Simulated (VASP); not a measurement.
# S (Pm-3m) in VASP: a series of runs

Runs on S. Level: PBE. Tasks: single point, relaxation of cell and atoms.

Program: VASP 6.6.1. These are calculated values, not measurements. Logs are shortened: lines on timing, memory, paths and dates and some standing lists are left out, and cuts for length are marked.

## 1. The cell of the first run

It takes space group Pm-3m (No. 221, cubic). Conventional cell: a = 2.391 Å, b = 2.391 Å, c = 2.391 Å, α = 90.00°, β = 90.00°, γ = 90.00°. S (site symmetry m-3m) has 6 S at 2.39 Å within 3.2 Å.

## 2. Single point, PBE

INCAR

```
PREC = Accurate ; ENCUT = 520
EDIFF = 1E-7 ; ISMEAR = 1
SIGMA = 0.05 ; LREAL = F
LASPH = T ; NELM = 60
ALGO = Normal ; ISIF = 2
LWAVE = F ; LCHARG = F
GGA = PE ; NBANDS = 9
```

KPOINTS

```
Automatic mesh
0
Gamma
  17 17 17
```

POSCAR

```
S
1.0
    2.3911766820      0.0000000000      0.0000000000
    0.0000000000      2.3911766820      0.0000000000
    0.0000000000      0.0000000000      2.3911766820
S
1
Direct
    0.0000000000      0.0000000000      0.0000000000
```

Potentials or basis: VASP PAW PBE potentials, release 64 (S).

On the command line:

```
> cat potpaw_PBE.64/S/POTCAR > POTCAR
> mpirun -np 1 vasp_std > vasp.out
```

OUTCAR:

```text
PREC = Accurate
   ENCUT = 520
   EDIFF = 1E-7
   ISMEAR = 1
   LREAL = F
   LASPH = T
   NELM = 60
   ISIF = 2
   GGA = PE

 ion  position               nearest neighbor table
   1  0.000  0.000  0.000-

  LATTYP: Found a simple cubic cell.
 ALAT       =     2.3911766820

  Lattice vectors:

 A1 = (   2.3911766820,   0.0000000000,   0.0000000000)
 A2 = (   0.0000000000,   2.3911766820,   0.0000000000)
 A3 = (   0.0000000000,   0.0000000000,   2.3911766820)

Analysis of symmetry for initial positions (statically):
=====================================================================
 Subroutine PRICEL returns:
 Original cell was already a primitive cell.

 Routine SETGRP: Setting up the symmetry group for a
 simple cubic supercell.

 Subroutine GETGRP returns: Found 48 space group operations
 (whereof 48 operations were pure point group operations)
 out of a pool of 48 trial point group operations.

The static configuration has the point symmetry O_h .

Analysis of symmetry for dynamics (positions and initial velocities):
=====================================================================
 Subroutine PRICEL returns:
 Original cell was already a primitive cell.

 Routine SETGRP: Setting up the symmetry group for a
 simple cubic supercell.

 Subroutine GETGRP returns: Found 48 space group operations
 (whereof 48 operations were pure point group operations)
 out of a pool of 48 trial point group operations.

The dynamic configuration has the point symmetry O_h .

 Subroutine INISYM returns: Found 48 space group operations
 (whereof 48 operations are pure point group operations),
 and found     1 'primitive' translations

----------------------------------------------------------------------------------------

                                     Primitive cell

  volume of cell :      13.6721

  direct lattice vectors                    reciprocal lattice vectors
     2.391176682  0.000000000  0.000000000     0.418204145  0.000000000  0.000000000
     0.000000000  2.391176682  0.000000000     0.000000000  0.418204145  0.000000000
     0.000000000  0.000000000  2.391176682     0.000000000  0.000000000  0.418204145

  length of vectors
     2.391176682  2.391176682  2.391176682     0.418204145  0.418204145  0.418204145

  position of ions in fractional coordinates (direct lattice)
     0.000000000  0.000000000  0.000000000

  ion indices of the primitive-cell ions
   primitive index   ion index
                 1           1

----------------------------------------------------------------------------------------

 KPOINTS: Automatic mesh

Automatic generation of k-mesh.
 Grid dimensions read from file:
 generate k-points for:   17   17   17

 Generating k-lattice:

  Cartesian coordinates                     Fractional coordinates (reciprocal lattice)
     0.024600244  0.000000000  0.000000000     0.058823529  0.000000000  0.000000000
     0.000000000  0.024600244  0.000000000     0.000000000  0.058823529  0.000000000
     0.000000000  0.000000000  0.024600244     0.000000000  0.000000000  0.058823529

  Length of vectors
     0.024600244  0.024600244  0.024600244

  Shift w.r.t. Gamma in fractional coordinates (k-lattice)
     0.000000000  0.000000000  0.000000000

 Subroutine IBZKPT returns following result:
 ===========================================

 Found    165 irreducible k-points:

 Following reciprocal coordinates:
            Coordinates               Weight
  0.000000  0.000000  0.000000      1.000000
  0.058824  0.000000  0.000000      6.000000
  0.117647  0.000000  0.000000      6.000000
  0.176471  0.000000  0.000000      6.000000
  0.235294  0.000000  0.000000      6.000000
  0.294118  0.000000  0.000000      6.000000
[... 16 lines left out ...]
  0.411765  0.117647  0.000000     24.000000
  0.470588  0.117647  0.000000     24.000000
 [... further k-points ...]
   k-points           NKPTS =    165   k-points in BZ     NKDIM =    165   number of bands    NBANDS=      9
   number of dos      NEDOS =    301   number of ions     NIONS =      1
   total plane-waves  NPLWV =   5832
   dimension x,y,z NGX =    18 NGY =   18 NGZ =   18
   dimension x,y,z NGXF=    36 NGYF=   36 NGZF=   36
   ions per type =               1
   NGX,Y,Z   is equivalent  to a cutoff of  12.51, 12.51, 12.51 a.u.
   NGXF,Y,Z  is equivalent  to a cutoff of  25.03, 25.03, 25.03 a.u.
 SYSTEM =  unknown system
   PREC   = accura    normal or accurate (medium, high low for compatibility)
   ISTART =      0    job   : 0-new  1-cont  2-samecut
   ICHARG =      2    charge: 1-file 2-atom 10-const
   ISPIN  =      1    spin polarized calculation?
   LNONCOLLINEAR =      F non collinear calculations
   LSORBIT =      F    spin-orbit coupling
   LASPH  =      T    aspherical Exc in radial PAW
   ENCUT  =  520.0 eV  38.22 Ry    6.18 a.u.   4.45  4.45  4.45*2*pi/ulx,y,z
   NELM   =     60;   NELMIN=  2; NELMDL= -5     # of ELM steps
   EDIFF  = 0.1E-06   stopping-criterion for ELM
   LREAL  =      F    real-space projection
   EDIFFG = 0.1E-05   stopping-criterion for IOM
   NSW    =      0    number of steps for IOM
   IBRION =     -1    ionic relax: 0-MD 1-quasi-New 2-CG
   NFREE  =      0    steps in history (QN), initial steepest desc. (CG)
   ISIF   =      2    stress and relaxation
   ISYM   =      2    0-nonsym 1-usesym 2-fastsym
   POTIM  = 0.5000    time-step for ionic-motion
   TEBEG  =    0.0;   TEEND  =   0.0 temperature during run
   PSTRESS=    0.0 pullay stress
   NELECT =       6.0000    total number of electrons
   NUPDOWN=      -1.0000    fix difference up-down
   EMIN   =  10.00;   EMAX   =-10.00  energy-range for DOS
   EFERMI =   0.00;   METHOD = LEGACY
   ISMEAR =     1;   SIGMA  =   0.05  broadening in eV -4-tet -1-fermi 0-gaus
   EFERMI_NEDOS =   21; number of points for ismear=-14 and -15
   IALGO  =     38    algorithm
   IMIX   =      4    mixing-type and parameters
     AMIX     =   0.40;   BMIX     =  1.00
     AMIX_MAG =   1.60;   BMIX_MAG =  1.00
  volume/ion in A,a.u.               =      13.67        92.26
  Fermi-wavevector in a.u.,A,eV,Ry     =   1.244076  2.350963 21.058079  1.547725
  Thomas-Fermi vector in A             =   2.378359
   LORBIT       =      0    0 simple, 1 ext, 2 COOP (PROOUT), +10 PAW based schemes
   GGA     = PE    functional components
   LHFCALC =     F    Hartree Fock is set to
   AEXX    =    0.0000 exact exchange contribution
   IVDW    =     0    specifies the selected vdW correction
   LEPSILON=     F    determine dielectric tensor
   LRPA    =     F    only Hartree local field effects (RPA)
 non-spin polarized calculation
 Methfessel and Paxton  Order N= 1 SIGMA  =   0.05
  energy-cutoff  :      520.00
  volume of cell :       13.67
 maximum number of plane-waves:       384
 NGX is ok and might be reduce to    18
   NGX =  9   NGY =  9   NGZ =  9

 number of electron       6.0000003 magnetization

 Free energy of the ion-electron system (eV)
  ---------------------------------------------------
  ext. energy  EPLUGINS =         0.00000000
  ---------------------------------------------------
  free energy    TOTEN  =        -3.23075136 eV

  energy without entropy =       -3.23068344  energy(sigma->0) =       -3.23072872

 E-fermi :  10.6478     XC(G=0): -11.6511

 val. band max:       10.6371903619   @ k =   0.4706   0.1765   0.1176
 cond. band min:      10.6503530360   @ k =   0.2941   0.1765   0.1765
 fundamental gap:      0.0131626740
 Fermi energy:        10.6478155709

 k-point     1 :       0.0000    0.0000    0.0000
  band No.  band energies     occupation
      1      -8.9715      2.00000
      2      12.6153      0.00000
      3      12.6153      0.00000
      4      12.6153      0.00000
      5      17.0871      0.00000
      6      17.0871      0.00000
      7      22.8911      0.00000
      8      34.4420      0.00000
      9      34.4420      0.00000

 k-point     2 :       0.0588    0.0000    0.0000
  band No.  band energies     occupation
      1      -8.8943      2.00000
      2      11.6347     -0.00000
      3      12.6709      0.00000
      4      12.6709      0.00000
      5      17.1495      0.00000
      6      17.9870      0.00000
      7      23.1525      0.00000
      8      33.8262      0.00000
      9      33.8320      0.00000

 k-point     3 :       0.1176    0.0000    0.0000
  band No.  band energies     occupation
      1      -8.6642      2.00000
      2       9.7559      2.00000
      3      12.8351      0.00000
      4      12.8351      0.00000
      5      17.3337      0.00000
      6      19.5271      0.00000
      7      24.0158      0.00000
      8      32.4014      0.00000
      9      32.4014      0.00000

 k-point     4 :       0.1765    0.0000    0.0000
  band No.  band energies     occupation
      1      -8.2857      2.00000
      2       7.7422      2.00000
      3      13.0991      0.00000
      4      13.0991      0.00000
      5      17.6296      0.00000
      6      20.8229      0.00000
      7      25.5306      0.00000
      8      30.7191      0.00000
      9      30.7191      0.00000
[... 205 lines left out ...]
 k-point    22 :       0.3529    0.1176    0.0000
  band No.  band energies     occupation
      1      -6.1092      2.00000
      2       2.6253      2.00000
      3      11.7090      0.00000
      4      14.4649      0.00000
      5      20.6066      0.00000
      6      22.4568      0.00000
      7      26.0331      0.00000
      8      26.5010      0.00000
      9      30.2523      0.00000

 k-point    23 :       0.4118    0.1176    0.0000
  band No.  band energies     occupation
      1      -5.4035      2.00000
      2       1.3194      2.00000
      3      12.1288      0.00000
      4      14.8106      0.00000
      5      21.0145      0.00000
      6      21.6358      0.00000
      7      25.5761      0.00000
      8      26.7875      0.00000
      9      29.6253      0.00000

 k-point    24 :       0.4706    0.1176    0.0000
  band No.  band energies     occupation
      1      -4.9101      2.00000
      2       0.5243      2.00000
      3      12.3833      0.00000
      4      15.0145      0.00000
      5      21.0469      0.00000
      6      21.3630      0.00000
      7      25.0800      0.00000
      8      27.5966      0.00000
      9      28.7728      0.00000

 [... further k-points ...]
[... 5 lines left out ...]
  --------------------------------------------------------------------------------------
  -------------------------------------------------------------------------------------
  Total        2.5339199      2.5339199      2.5339199     -0.0000000     -0.0000000      0.0000000
  in kB      296.9398301    296.9398301    296.9398301     -0.0000000     -0.0000000      0.0000000
  external PRESSURE =     296.9398301 kB  Pullay stress =       0.0000000 kB

 VOLUME and BASIS-vectors are now :
 -----------------------------------------------------------------------------
  energy-cutoff  :      520.00
  volume of cell :       13.67
      direct lattice vectors                 reciprocal lattice vectors
     2.391176682  0.000000000  0.000000000     0.418204145  0.000000000  0.000000000
     0.000000000  2.391176682  0.000000000     0.000000000  0.418204145  0.000000000
     0.000000000  0.000000000  2.391176682     0.000000000  0.000000000  0.418204145

 POSITION                                       TOTAL-FORCE (eV/Angst)
 -----------------------------------------------------------------------------------
      0.00000      0.00000      0.00000         0.000000      0.000000      0.000000
 -----------------------------------------------------------------------------------
    total drift:                               -0.000000      0.000000     -0.000000

  FREE ENERGIE OF THE ION-ELECTRON SYSTEM (eV)
  ---------------------------------------------------
  free  energy   TOTEN  =        -3.2307513585 eV

  energy  without entropy=       -3.2306834381  energy(sigma->0) =       -3.23072872
```

Run time: 16 s. Hardware: 1 thread of Intel Xeon Platinum 8375C at 2.90GHz (Ice Lake), shared host; peak memory 0.12 GiB.

Results:

```
Free energy            : -3.2308 eV
Pressure               : 29.7 GPa
Band gap on the k mesh : zero (band 3 reaches 14.81 eV, above the bottom of band 4 at 6.12 eV)
```

[end of part 1 of 2]
